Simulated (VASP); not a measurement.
# CuO (P4/mmm) in VASP: single point with BLYP

Aim: the single point of CuO with BLYP.

Program: VASP 6.6.1. These are calculated values, not measurements. Logs are shortened: lines on timing, memory, paths and dates and some standing lists are left out, and cuts for length are marked.

### Step 1. The cell of the first run

The structure is tetragonal, space group P4/mmm (No. 123). The conventional cell has a = 4.161 Å, b = 4.161 Å, c = 3.888 Å, α = 90.00°, β = 90.00°, γ = 90.00°. Within 2.6 Å of Cu (site symmetry mmm) lie 4 O at 1.94 to 2.08 Å. Within 2.6 Å of Cu (site symmetry 4/mmm) lie 6 O at 1.94 to 2.08 Å. O (site symmetry 4/mmm) has 6 Cu at 1.94 to 2.08 Å within 2.6 Å. O (site symmetry mmm) has 4 Cu at 1.94 to 2.08 Å within 2.6 Å.

### Step 2. Single point, BLYP

POSCAR reads:

```
CuO
1.0
    4.1609370000      0.0000000000      0.0000000000
    0.0000000000      4.1609370000      0.0000000000
    0.0000000000      0.0000000000      3.8876430000
Cu O
3 3
Direct
    0.5000000000      0.0000000000      0.5000000000
    0.0000000000      0.5000000000      0.5000000000
    0.0000000000      0.0000000000      0.0000000000
    0.0000000000      0.0000000000      0.5000000000
    0.5000000000      0.0000000000      0.0000000000
    0.0000000000      0.5000000000      0.0000000000
```

INCAR.step1 reads:

```
SYSTEM = CuO
  PREC = Accurate
  ENCUT = 610
  EDIFF = 1E-6
  ISMEAR = -1
  SIGMA = 0.05
  LREAL = .FALSE.
  LASPH = .TRUE.
  NELM = 120
  ALGO = Normal
  ISIF = 2
  LWAVE = .FALSE.
  LCHARG = .TRUE.
  LMAXMIX = 4
  GGA = B5
  ALDAX = 1.0
  AGGAX = 1.0
  AGGAC = 1.0
  ALDAC = 0.0
  NBANDS = 46
  GGA_COMPAT = .FALSE.
  NEDOS = 2001
  LORBIT = 11
```

KPOINTS.step1 reads:

```
Automatic mesh
0
G
  7 7 7
  0 0 0
```

INCAR.step2 reads:

```
SYSTEM = CuO
  PREC = Accurate
  ENCUT = 610
  EDIFF = 1E-6
  ISMEAR = -5
  SIGMA = 0.05
  LREAL = .FALSE.
  LASPH = .TRUE.
  NELM = 120
  ALGO = Normal
  ISIF = 2
  LWAVE = .FALSE.
  LCHARG = .FALSE.
  LMAXMIX = 4
  GGA = B5
  ALDAX = 1.0
  AGGAX = 1.0
  AGGAC = 1.0
  ALDAC = 0.0
  LORBIT = 11
  NEDOS = 2001
  ICHARG = 11
  GGA_COMPAT = .FALSE.
```

KPOINTS.step2 reads:

```
Automatic mesh
0
G
  11 11 11
  0 0 0
```

Potentials or basis: VASP PAW PBE potentials, release 64 (Cu_sv_GW, O).

Launch:

```
$ cat potpaw_PBE.64/Cu_sv_GW/POTCAR potpaw_PBE.64/O/POTCAR > POTCAR
$ cp INCAR.step1 INCAR
$ cp KPOINTS.step1 KPOINTS
$ mpirun -np 1 vasp_std > vasp.out
$ cp INCAR.step2 INCAR
$ cp KPOINTS.step2 KPOINTS
$ mpirun -np 1 vasp_std > vasp.out
```

OUTCAR:

```text
SYSTEM = CuO
   PREC = Accurate
   ENCUT = 610
   EDIFF = 1E-6
   ISMEAR = -5
   LREAL = .FALSE.
   LASPH = .TRUE.
   NELM = 120
   ISIF = 2
   GGA = B5
   LORBIT = 11
   ICHARG = 11

 ion  position               nearest neighbor table
   1  0.500  0.000  0.500-   5 1.94   5 1.94   4 2.08   4 2.08
   2  0.000  0.500  0.500-   6 1.94   6 1.94   4 2.08   4 2.08
   3  0.000  0.000  0.000-   4 1.94   4 1.94   6 2.08   5 2.08   6 2.08   5 2.08
   4  0.000  0.000  0.500-   3 1.94   3 1.94   1 2.08   2 2.08   2 2.08   1 2.08
   5  0.500  0.000  0.000-   1 1.94   1 1.94   3 2.08   3 2.08
   6  0.000  0.500  0.000-   2 1.94   2 1.94   3 2.08   3 2.08

  LATTYP: Found a simple tetragonal cell.
 ALAT       =     4.1609370000
 C/A-ratio  =     0.9343191209

  Lattice vectors:

 A1 = (   4.1609370000,   0.0000000000,   0.0000000000)
 A2 = (   0.0000000000,   4.1609370000,   0.0000000000)
 A3 = (   0.0000000000,   0.0000000000,   3.8876430000)

Analysis of symmetry for initial positions (statically):
=====================================================================
 Subroutine PRICEL returns:
 Original cell was already a primitive cell.

 Routine SETGRP: Setting up the symmetry group for a
 simple tetragonal supercell.

 Subroutine GETGRP returns: Found 16 space group operations
 (whereof 16 operations were pure point group operations)
 out of a pool of 16 trial point group operations.

The static configuration has the point symmetry D_4h.

Analysis of symmetry for dynamics (positions and initial velocities):
=====================================================================
 Subroutine PRICEL returns:
 Original cell was already a primitive cell.

 Routine SETGRP: Setting up the symmetry group for a
 simple tetragonal supercell.

 Subroutine GETGRP returns: Found 16 space group operations
 (whereof 16 operations were pure point group operations)
 out of a pool of 16 trial point group operations.

The dynamic configuration has the point symmetry D_4h.

 Subroutine INISYM returns: Found 16 space group operations
 (whereof 16 operations are pure point group operations),
 and found     1 'primitive' translations

----------------------------------------------------------------------------------------

                                     Primitive cell

  volume of cell :      67.3083

  direct lattice vectors                    reciprocal lattice vectors
     4.160937000  0.000000000  0.000000000     0.240330483  0.000000000  0.000000000
     0.000000000  4.160937000  0.000000000     0.000000000  0.240330483  0.000000000
     0.000000000  0.000000000  3.887643000     0.000000000  0.000000000  0.257225265

  length of vectors
     4.160937000  4.160937000  3.887643000     0.240330483  0.240330483  0.257225265

  position of ions in fractional coordinates (direct lattice)
     0.500000000  0.000000000  0.500000000
     0.000000000  0.500000000  0.500000000
     0.000000000  0.000000000  0.000000000
     0.000000000  0.000000000  0.500000000
     0.500000000  0.000000000  0.000000000
     0.000000000  0.500000000  0.000000000

  ion indices of the primitive-cell ions
   primitive index   ion index
                 1           1
                 2           2
                 3           3
                 4           4
                 5           5
                 6           6

----------------------------------------------------------------------------------------

 KPOINTS: Automatic mesh

Automatic generation of k-mesh.
 Grid dimensions read from file:
 generate k-points for:   11   11   11

 Generating k-lattice:

  Cartesian coordinates                     Fractional coordinates (reciprocal lattice)
     0.021848226  0.000000000  0.000000000     0.090909091  0.000000000  0.000000000
     0.000000000  0.021848226  0.000000000     0.000000000  0.090909091  0.000000000
     0.000000000  0.000000000  0.023384115     0.000000000  0.000000000  0.090909091

  Length of vectors
     0.021848226  0.021848226  0.023384115

  Shift w.r.t. Gamma in fractional coordinates (k-lattice)
     0.000000000  0.000000000  0.000000000

 TETIRR: Found   1974 inequivalent tetrahedra from     7986

 Subroutine IBZKPT returns following result:
 ===========================================

 Found    126 irreducible k-points:

 Following reciprocal coordinates:
            Coordinates               Weight
  0.000000  0.000000  0.000000      1.000000
  0.090909  0.000000  0.000000      4.000000
  0.181818  0.000000  0.000000      4.000000
  0.272727  0.000000  0.000000      4.000000
  0.363636  0.000000  0.000000      4.000000
  0.454545  0.000000  0.000000      4.000000
[... 16 lines left out ...]
  0.090909  0.000000  0.090909      8.000000
  0.181818  0.000000  0.090909      8.000000
 [... further k-points ...]
   k-points           NKPTS =    126   k-points in BZ     NKDIM =    126   number of bands    NBANDS=     45
   number of dos      NEDOS =   2001   number of ions     NIONS =      6
   total plane-waves  NPLWV =  41472
   dimension x,y,z NGX =    36 NGY =   36 NGZ =   32
   dimension x,y,z NGXF=    72 NGYF=   72 NGZF=   64
   ions per type =               3   3
   NGX,Y,Z   is equivalent  to a cutoff of  14.38, 14.38, 13.68 a.u.
   NGXF,Y,Z  is equivalent  to a cutoff of  28.77, 28.77, 27.37 a.u.
 SYSTEM =  CuO
   PREC   = accura    normal or accurate (medium, high low for compatibility)
   ISTART =      0    job   : 0-new  1-cont  2-samecut
   ICHARG =     11    charge: 1-file 2-atom 10-const
   ISPIN  =      1    spin polarized calculation?
   LNONCOLLINEAR =      F non collinear calculations
   LSORBIT =      F    spin-orbit coupling
   LASPH  =      T    aspherical Exc in radial PAW
   ENCUT  =  610.0 eV  44.83 Ry    6.70 a.u.   8.38  8.38  7.83*2*pi/ulx,y,z
   NELM   =    120;   NELMIN=  2; NELMDL=  0     # of ELM steps
   EDIFF  = 0.1E-05   stopping-criterion for ELM
   LREAL  =      F    real-space projection
   EDIFFG = 0.1E-04   stopping-criterion for IOM
   NSW    =      0    number of steps for IOM
   IBRION =     -1    ionic relax: 0-MD 1-quasi-New 2-CG
   NFREE  =      0    steps in history (QN), initial steepest desc. (CG)
   ISIF   =      2    stress and relaxation
   ISYM   =      2    0-nonsym 1-usesym 2-fastsym
   POTIM  = 0.5000    time-step for ionic-motion
   TEBEG  =    0.0;   TEEND  =   0.0 temperature during run
   PSTRESS=    0.0 pullay stress
   NELECT =      75.0000    total number of electrons
   NUPDOWN=      -1.0000    fix difference up-down
   EMIN   =  10.00;   EMAX   =-10.00  energy-range for DOS
   EFERMI =   0.00;   METHOD = LEGACY
   ISMEAR =    -5;   SIGMA  =   0.05  broadening in eV -4-tet -1-fermi 0-gaus
   EFERMI_NEDOS =   21; number of points for ismear=-14 and -15
   IALGO  =     38    algorithm
   IMIX   =      4    mixing-type and parameters
     AMIX     =   0.40;   BMIX     =  1.00
     AMIX_MAG =   1.60;   BMIX_MAG =  1.00
  volume/ion in A,a.u.               =      11.22        75.70
  Fermi-wavevector in a.u.,A,eV,Ry     =   1.697223  3.207287 39.192501  2.880568
  Thomas-Fermi vector in A             =   2.777944
   LORBIT       =     11    0 simple, 1 ext, 2 COOP (PROOUT), +10 PAW based schemes
   GGA     = B5    functional components
   LHFCALC =     F    Hartree Fock is set to
   AEXX    =    0.0000 exact exchange contribution
   IVDW    =     0    specifies the selected vdW correction
   LEPSILON=     F    determine dielectric tensor
   LRPA    =     F    only Hartree local field effects (RPA)
 non-spin polarized calculation
 Fermi weights with tetrahedron method with Bloechl corrections
  energy-cutoff  :      610.00
  volume of cell :       67.31
 maximum number of plane-waves:      2324
 NGX is ok and might be reduce to    36

 number of electron      75.0000053 magnetization

 Free energy of the ion-electron system (eV)
  ---------------------------------------------------
  ext. energy  EPLUGINS =         0.00000000
  ---------------------------------------------------
  free energy    TOTEN  =       -25.77253956 eV

  energy without entropy =      -25.77253956  energy(sigma->0) =      -25.77253956

 E-fermi :   4.4677     XC(G=0): -11.0369

 val. band max:        4.5400135813   @ k =   0.2727   0.2727   0.2727
 cond. band min:       4.4646001582   @ k =   0.3636   0.3636   0.1818
 fundamental gap:     -0.0754134231
 Fermi energy:         4.4676933064

 k-point     1 :       0.0000    0.0000    0.0000
  band No.  band energies     occupation
      1    -107.6796      2.00000
      2    -107.1626      2.00000
      3    -107.1619      2.00000
      4     -65.4276      2.00000
      5     -65.3251      2.00000
      6     -65.3251      2.00000
[... 37 lines left out ...]
     44      13.3031      0.00000
     45      15.7846      0.00000

 k-point     2 :       0.0909    0.0000    0.0000
  band No.  band energies     occupation
      1    -107.6796      2.00000
      2    -107.1626      2.00000
      3    -107.1618      2.00000
      4     -65.4277      2.00000
      5     -65.3251      2.00000
      6     -65.3250      2.00000
[... 37 lines left out ...]
     44      13.5086      0.00000
     45      16.0955      0.00000

 k-point     3 :       0.1818    0.0000    0.0000
  band No.  band energies     occupation
      1    -107.6795      2.00000
      2    -107.1624      2.00000
      3    -107.1620      2.00000
      4     -65.4275      2.00000
      5     -65.3252      2.00000
      6     -65.3249      2.00000
[... 37 lines left out ...]
     44      13.9626      0.00000
     45      16.5295      0.00000

 k-point     4 :       0.2727    0.0000    0.0000
  band No.  band energies     occupation
      1    -107.6795      2.00000
      2    -107.1623      2.00000
      3    -107.1619      2.00000
      4     -65.4275      2.00000
      5     -65.3251      2.00000
      6     -65.3249      2.00000
[... 901 lines left out ...]
     44      13.2107      0.00000
     45      15.3516      0.00000

 k-point    23 :       0.0909    0.0000    0.0909
  band No.  band energies     occupation
      1    -107.6795      2.00000
      2    -107.1625      2.00000
      3    -107.1619      2.00000
      4     -65.4276      2.00000
      5     -65.3252      2.00000
      6     -65.3249      2.00000
[... 37 lines left out ...]
     44      13.4700      0.00000
     45      15.5177      0.00000

 k-point    24 :       0.1818    0.0000    0.0909
  band No.  band energies     occupation
      1    -107.6795      2.00000
      2    -107.1623      2.00000
      3    -107.1620      2.00000
      4     -65.4276      2.00000
      5     -65.3251      2.00000
      6     -65.3249      2.00000
[... 37 lines left out ...]
     44      13.9773      0.00000
     45      15.8896      0.00000

 [... further k-points ...]

------------------------ aborting loop because EDIFF is reached ----------------------------------------

  FORCE on cell =-STRESS in cart. coord.  units (eV):
  Direction    XX          YY          ZZ          XY          YZ          ZX
  --------------------------------------------------------------------------------------
  -------------------------------------------------------------------------------------
  Total       -0.4875391     -0.4875391      0.1100021      0.0000000      0.0000000      0.0000000
  in kB      -11.6051675    -11.6051675      2.6184419      0.0000000      0.0000000      0.0000000
  external PRESSURE =      -6.8639644 kB  Pullay stress =       0.0000000 kB

 VOLUME and BASIS-vectors are now :
 -----------------------------------------------------------------------------
  energy-cutoff  :      610.00
  volume of cell :       67.31
      direct lattice vectors                 reciprocal lattice vectors
     4.160937000  0.000000000  0.000000000     0.240330483  0.000000000  0.000000000
     0.000000000  4.160937000  0.000000000     0.000000000  0.240330483  0.000000000
     0.000000000  0.000000000  3.887643000     0.000000000  0.000000000  0.257225265

 POSITION                                       TOTAL-FORCE (eV/Angst)
 -----------------------------------------------------------------------------------
      2.08047      0.00000      1.94382         0.000000      0.000000      0.000000
      0.00000      2.08047      1.94382         0.000000      0.000000      0.000000
      0.00000      0.00000      0.00000         0.000000      0.000000      0.000000
      0.00000      0.00000      1.94382         0.000000      0.000000      0.000000
      2.08047      0.00000      0.00000         0.000000      0.000000      0.000000
      0.00000      2.08047      0.00000         0.000000      0.000000      0.000000
 -----------------------------------------------------------------------------------
    total drift:                                0.000000      0.000000      0.000000

  FREE ENERGIE OF THE ION-ELECTRON SYSTEM (eV)
  ---------------------------------------------------
  free  energy   TOTEN  =       -25.7725395560 eV

  energy  without entropy=      -25.7725395560  energy(sigma->0) =      -25.77253956

 total charge

# of ion       s       p       d       f       tot
--------------------------------------------------
    1        2.224   6.327   8.923   0.009  17.483
    2        2.224   6.327   8.923   0.009  17.483
    3        2.222   6.404   8.866   0.014  17.506
    4        1.575   3.414   0.000   0.000   4.988
    5        1.558   3.382   0.000   0.000   4.940
    6        1.558   3.382   0.000   0.000   4.940
--------------------------------------------------
tot         11.362  29.236  26.711   0.033  67.342
```

It took 5.3 min on 1 thread of Intel Xeon 6975P-C (Granite Rapids), shared host; peak memory 0.5 GiB.

Results:

```yaml
Valence_electrons_inside_the_program's_atomic_spheres: Cu 17.48, 17.51 (each value once); O 4.99, 4.94 (each value once)
```

Caveat: the PAW data sets were made with another functional, which shifts forces and pressure a little; an odd number of electrons without spin polarisation forces a metal; a magnetic or distorted state may lie lower; semilocal functionals often make such compounds metallic where correlation or magnetic order opens a gap, which also shifts bond lengths.
